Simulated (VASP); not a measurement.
# MgO in VASP: notebook

The runs below take MgO through single point, with PBE.

Everything below comes from runs of VASP 6.6.1. Logs are shortened: lines on timing, memory, paths and dates and some standing lists are left out, and cuts for length are marked.

## 1. The cell of the first run

Symmetry: P6_3mc, No. 186, hexagonal system. Conventional cell: a = 3.521 Å, b = 3.521 Å, c = 4.239 Å, α = 90.00°, β = 90.00°, γ = 120.00°. Within 2.7 Å of Mg (site symmetry 3m) lie 5 O at 2.03 to 2.15 Å. O (site symmetry 3m) has 5 Mg at 2.03 to 2.15 Å within 2.7 Å.

## 2. Single point, PBE (atoms displaced along a vibrational mode)

The input, INCAR:

```
SYSTEM = MgO
PREC = Accurate
ENCUT = 520
EDIFF = 1E-7
ISMEAR = 0
SIGMA = 0.05
LREAL = .FALSE.
LASPH = .TRUE.
NELM = 60
ALGO = Normal
ISIF = 2
LWAVE = .FALSE.
LCHARG = .TRUE.
GGA = PE
LELF = .TRUE.
LVHAR = .TRUE.
NBANDS = 26
```

The input, KPOINTS:

```
regular mesh
0
G
  8 8 8
  0 0 0
```

The input, POSCAR:

```
MgO
1.0
    3.5213164963      0.0000000000      0.0000000000
    1.7606582482     -3.0495495405     -4.2393824239
    1.7606582481      3.0495495406     -4.2393824239
Mg O
4 4
Direct
    0.8763974527      0.4569358806      0.7902692140
    0.3763974527      0.9569358806      0.2902692140
    0.1263974527      0.5402692140      0.2069358806
    0.6263974527      0.0402692140      0.7069358806
    0.6228770493      0.7104562840      0.0437896174
    0.1228770493      0.2104562840      0.5437896174
    0.3728770493      0.2937896174      0.9604562840
    0.8728770493      0.7937896174      0.4604562840
```

Potentials or basis: VASP PAW PBE potentials, release 64 (Mg, O).

Run with:

```bash
$ cat potpaw_PBE.64/Mg/POTCAR potpaw_PBE.64/O/POTCAR > POTCAR
$ mpirun -np 1 vasp_std > vasp.out
```

OUTCAR:

```text
SYSTEM = MgO
   PREC = Accurate
   ENCUT = 520
   EDIFF = 1E-7
   ISMEAR = 0
   LREAL = .FALSE.
   LASPH = .TRUE.
   NELM = 60
   ISIF = 2
   GGA = PE

 ion  position               nearest neighbor table
   1  0.876  0.457  0.790-   7 2.03   7 2.03   8 2.03   6 2.09   5 2.15   4 2.94   3 2.94   4 2.94
                             3 2.94   4 2.94   3 2.94   2 3.52   2 3.52   2 3.52   2 3.52
   2  0.376  0.957  0.290-   8 2.03   8 2.03   7 2.03   5 2.09   6 2.15   3 2.94   4 2.94   3 2.94
                             4 2.94   3 2.94   4 2.94   1 3.52   1 3.52   1 3.52   1 3.52
   3  0.126  0.540  0.207-   5 2.03   5 2.03   6 2.03   7 2.09   8 2.15   2 2.94   1 2.94   2 2.94
                             1 2.94   2 2.94   1 2.94   4 3.52   4 3.52   4 3.52   4 3.52
   4  0.626  0.040  0.707-   6 2.03   6 2.03   5 2.03   8 2.09   7 2.15   1 2.94   2 2.94   1 2.94
                             2 2.94   1 2.94   2 2.94   3 3.52   3 3.52   3 3.52   3 3.52
   5  0.623  0.710  0.044-   3 2.03   3 2.03   4 2.03   2 2.09   1 2.15
   6  0.123  0.210  0.544-   4 2.03   4 2.03   3 2.03   1 2.09   2 2.15
   7  0.373  0.294  0.960-   1 2.03   1 2.03   2 2.03   3 2.09   4 2.15
   8  0.873  0.794  0.460-   2 2.03   2 2.03   1 2.03   4 2.09   3 2.15

  LATTYP: Found a body centered orthorhombic cell.
 ALAT       =     3.5213164963
 B/A-ratio  =     1.7320508076
 C/A-ratio  =     2.4078394705

  Lattice vectors:

 A1 = (  -1.7606582482,   3.0495495405,   4.2393824239)
 A2 = (   1.7606582482,  -3.0495495406,   4.2393824239)
 A3 = (   1.7606582481,   3.0495495406,  -4.2393824239)

Analysis of symmetry for initial positions (statically):
=====================================================================
 Subroutine PRICEL returns following result:

  LATTYP: Found a hexagonal cell.
 ALAT       =     3.5213164963
 C/A-ratio  =     1.2039197352

  Lattice vectors:

 A1 = (   1.7606582481,   3.0495495406,   0.0000000000)
 A2 = (   1.7606582482,  -3.0495495406,   0.0000000000)
 A3 = (   0.0000000000,   0.0000000000,  -4.2393824239)

   2 primitive cells build up your supercell.

 Routine SETGRP: Setting up the symmetry group for a
 body centered orthorhombic supercell.

 Subroutine GETGRP returns: Found  4 space group operations
 (whereof  2 operations were pure point group operations)
 out of a pool of  8 trial point group operations.

The static configuration has the point symmetry C_1h.
 The point group associated with its full space group is C_2v.

Analysis of symmetry for dynamics (positions and initial velocities):
=====================================================================
 Subroutine PRICEL returns following result:

  LATTYP: Found a hexagonal cell.
 ALAT       =     3.5213164963
 C/A-ratio  =     1.2039197352

  Lattice vectors:

 A1 = (   1.7606582481,   3.0495495406,   0.0000000000)
 A2 = (   1.7606582482,  -3.0495495406,   0.0000000000)
 A3 = (   0.0000000000,   0.0000000000,  -4.2393824239)

   2 primitive cells build up your supercell.

 Routine SETGRP: Setting up the symmetry group for a
 body centered orthorhombic supercell.

 Subroutine GETGRP returns: Found  4 space group operations
 (whereof  2 operations were pure point group operations)
 out of a pool of  8 trial point group operations.

The dynamic configuration has the point symmetry C_1h.
 The point group associated with its full space group is C_2v.

 Subroutine INISYM returns: Found  4 space group operations
 (whereof  2 operations are pure point group operations),
 and found     2 'primitive' translations

----------------------------------------------------------------------------------------

                                     Primitive cell

  volume of cell :      45.5243

  direct lattice vectors                    reciprocal lattice vectors
     1.760658248  3.049549541  0.000000000     0.283984697  0.163958642  0.000000000
     1.760658248 -3.049549541  0.000000000     0.283984697 -0.163958642 -0.000000000
     0.000000000  0.000000000 -4.239382424     0.000000000  0.000000000 -0.235883414

  length of vectors
     3.521316496  3.521316496  4.239382424     0.327917283  0.327917283  0.235883414

  position of ions in fractional coordinates (direct lattice)
     0.666666667  0.333333333  0.247205095
     0.333333333  0.666666667  0.747205095
     0.666666667  0.333333333  0.754245901
     0.333333333  0.666666667  0.254245901

  ion indices of the primitive-cell ions
   primitive index   ion index
                 1           1
                 2           3
                 3           6
                 4           8

----------------------------------------------------------------------------------------

 KPOINTS: regular mesh

Automatic generation of k-mesh.
 Grid dimensions read from file:
 generate k-points for:    8    8    8

 Generating k-lattice:

  Cartesian coordinates                     Fractional coordinates (reciprocal lattice)
     0.035498087  0.000000000  0.014742713     0.125000000 -0.000000000  0.000000000
     0.000000000 -0.020494830 -0.014742713     0.000000000  0.125000000  0.000000000
     0.000000000  0.020494830 -0.014742713     0.000000000  0.000000000  0.125000000

  Length of vectors
     0.038437765  0.025246498  0.025246498

  Shift w.r.t. Gamma in fractional coordinates (k-lattice)
     0.000000000  0.000000000  0.000000000

 Subroutine IBZKPT returns following result:
 ===========================================

 Found     95 irreducible k-points:

 Following reciprocal coordinates:
            Coordinates               Weight
  0.000000  0.000000  0.000000      1.000000
  0.125000  0.000000  0.000000      4.000000
  0.250000  0.000000  0.000000      4.000000
  0.375000 -0.000000 -0.000000      4.000000
  0.500000  0.000000  0.000000      2.000000
  0.000000  0.125000  0.000000      4.000000
[... 16 lines left out ...]
  0.125000  0.375000  0.000000      8.000000
  0.250000  0.375000  0.000000      8.000000
 [... further k-points ...]
   k-points           NKPTS =     95   k-points in BZ     NKDIM =     95   number of bands    NBANDS=     26
   number of dos      NEDOS =    301   number of ions     NIONS =      8
   total plane-waves  NPLWV =  49392
   dimension x,y,z NGX =    28 NGY =   42 NGZ =   42
   dimension x,y,z NGXF=    56 NGYF=   84 NGZF=   84
   ions per type =               4   4
   NGX,Y,Z   is equivalent  to a cutoff of  13.22, 12.67, 12.67 a.u.
   NGXF,Y,Z  is equivalent  to a cutoff of  26.44, 25.34, 25.34 a.u.
 SYSTEM =  MgO
   PREC   = accura    normal or accurate (medium, high low for compatibility)
   ISTART =      0    job   : 0-new  1-cont  2-samecut
   ICHARG =      2    charge: 1-file 2-atom 10-const
   ISPIN  =      1    spin polarized calculation?
   LNONCOLLINEAR =      F non collinear calculations
   LSORBIT =      F    spin-orbit coupling
   LASPH  =      T    aspherical Exc in radial PAW
   ENCUT  =  520.0 eV  38.22 Ry    6.18 a.u.   6.55 10.25 10.25*2*pi/ulx,y,z
   NELM   =     60;   NELMIN=  2; NELMDL= -5     # of ELM steps
   EDIFF  = 0.1E-06   stopping-criterion for ELM
   LREAL  =      F    real-space projection
   EDIFFG = 0.1E-05   stopping-criterion for IOM
   NSW    =      0    number of steps for IOM
   IBRION =     -1    ionic relax: 0-MD 1-quasi-New 2-CG
   NFREE  =      0    steps in history (QN), initial steepest desc. (CG)
   ISIF   =      2    stress and relaxation
   ISYM   =      2    0-nonsym 1-usesym 2-fastsym
   POTIM  = 0.5000    time-step for ionic-motion
   TEBEG  =    0.0;   TEEND  =   0.0 temperature during run
   PSTRESS=    0.0 pullay stress
   NELECT =      32.0000    total number of electrons
   NUPDOWN=      -1.0000    fix difference up-down
   EMIN   =  10.00;   EMAX   =-10.00  energy-range for DOS
   EFERMI =   0.00;   METHOD = LEGACY
   ISMEAR =     0;   SIGMA  =   0.05  broadening in eV -4-tet -1-fermi 0-gaus
   EFERMI_NEDOS =   21; number of points for ismear=-14 and -15
   IALGO  =     38    algorithm
   IMIX   =      4    mixing-type and parameters
     AMIX     =   0.40;   BMIX     =  1.00
     AMIX_MAG =   1.60;   BMIX_MAG =  1.00
  volume/ion in A,a.u.               =      11.38        76.80
  Fermi-wavevector in a.u.,A,eV,Ry     =   1.155315  2.183229 18.160411  1.334753
  Thomas-Fermi vector in A             =   2.291944
   LORBIT       =      0    0 simple, 1 ext, 2 COOP (PROOUT), +10 PAW based schemes
   GGA     = PE    functional components
   LHFCALC =     F    Hartree Fock is set to
   AEXX    =    0.0000 exact exchange contribution
   IVDW    =     0    specifies the selected vdW correction
   LEPSILON=     F    determine dielectric tensor
   LRPA    =     F    only Hartree local field effects (RPA)
 non-spin polarized calculation
 Gauss-broadening in eV      SIGMA  =   0.05
  energy-cutoff  :      520.00
  volume of cell :       91.05
 maximum number of plane-waves:      2484
 NGX is ok and might be reduce to    28
   NGX = 13   NGY = 21   NGZ = 21

 number of electron      31.9999989 magnetization

 Free energy of the ion-electron system (eV)
  ---------------------------------------------------
  ext. energy  EPLUGINS =         0.00000000
  ---------------------------------------------------
  free energy    TOTEN  =       -47.34273698 eV

  energy without entropy =      -47.34273698  energy(sigma->0) =      -47.34273698

 E-fermi :   2.0004     XC(G=0):  -9.9232

 val. band max:        1.7894455349   @ k =   0.0000   0.0000   0.0000
 cond. band min:       5.0483001796   @ k =   0.0000   0.0000   0.0000
 fundamental gap:      3.2588546448
 Fermi energy:         2.0003538661

 k-point     1 :       0.0000    0.0000    0.0000
  band No.  band energies     occupation
      1     -15.0023      2.00000
      2     -14.0865      2.00000
      3     -14.0865      2.00000
      4     -13.6974      2.00000
      5      -1.9666      2.00000
      6      -1.9666      2.00000
[... 18 lines left out ...]
     25      14.1226      0.00000
     26      15.6205      0.00000
[... 644 lines left out ...]
      4     -13.7869      2.00000
      5      -1.7448      2.00000
      6      -1.6264      2.00000
[... 18 lines left out ...]
     25      14.5316      0.00000
     26      14.8121      0.00000

 [... further k-points ...]

------------------------ aborting loop because EDIFF is reached ----------------------------------------

  FORCE on cell =-STRESS in cart. coord.  units (eV):
  Direction    XX          YY          ZZ          XY          YZ          ZX
  --------------------------------------------------------------------------------------
  -------------------------------------------------------------------------------------
  Total       -0.3187974     -0.3191971     -0.2563668      0.0000000      0.0000000     -0.0000000
  in kB       -5.6098593     -5.6168933     -4.5112712      0.0000000      0.0000000     -0.0000000
  external PRESSURE =      -5.2460080 kB  Pullay stress =       0.0000000 kB

 VOLUME and BASIS-vectors are now :
 -----------------------------------------------------------------------------
  energy-cutoff  :      520.00
  volume of cell :       91.05
      direct lattice vectors                 reciprocal lattice vectors
     3.521316496  0.000000000  0.000000000     0.283984697  0.000000000  0.117941707
     1.760658248 -3.049549541 -4.239382424     0.000000000 -0.163958642 -0.117941707
     1.760658248  3.049549541 -4.239382424     0.000000000  0.163958642 -0.117941707

 POSITION                                       TOTAL-FORCE (eV/Angst)
 -----------------------------------------------------------------------------------
      5.28197      1.01652     -5.28738        -0.000000      0.000002     -0.128448
      3.52132     -2.03303     -5.28738        -0.000000      0.000002     -0.128448
      1.76066     -1.01652     -3.16769         0.000000     -0.000002     -0.128448
      3.52132      2.03303     -3.16769         0.000000     -0.000002     -0.128448
      3.52132     -2.03303     -3.19754        -0.000000      0.000014      0.128448
      1.76066      1.01652     -3.19754        -0.000000      0.000014      0.128448
      3.52132      2.03303     -5.31723         0.000000     -0.000014      0.128448
      5.28197     -1.01652     -5.31723         0.000000     -0.000014      0.128448
 -----------------------------------------------------------------------------------
    total drift:                                0.000080      0.000000     -0.000922

  FREE ENERGIE OF THE ION-ELECTRON SYSTEM (eV)
  ---------------------------------------------------
  free  energy   TOTEN  =       -47.3427369790 eV

  energy  without entropy=      -47.3427369790  energy(sigma->0) =      -47.34273698
```

Run time: 6 min. Hardware: 1 thread of AMD EPYC 7R43 (Zen 3), shared host; peak memory 0.3 GiB.

What came out:

| Item | Value |
| --- | --- |
| Free energy | -47.3427 eV |
| Pressure | -0.5 GPa |
| Largest force | 0.128 eV/Å |
| Band gap on the k mesh | 3.26 eV |

Forces on the atoms (eV/Å):
```
Mg   0.000  0.000 -0.128
Mg   0.000  0.000 -0.128
Mg   0.000  0.000 -0.128
Mg   0.000  0.000 -0.128
O    0.000  0.000  0.128
O    0.000  0.000  0.128
O    0.000  0.000  0.128
O    0.000  0.000  0.128
```

Stress tensor (GPa, compression positive):
```
-0.56  0.00  0.00
 0.00 -0.56  0.00
 0.00  0.00 -0.45
```

Caveat: the cell differs from its parent crystal (atoms displaced along a vibrational mode).

(Part 1 of 2 ends here.)
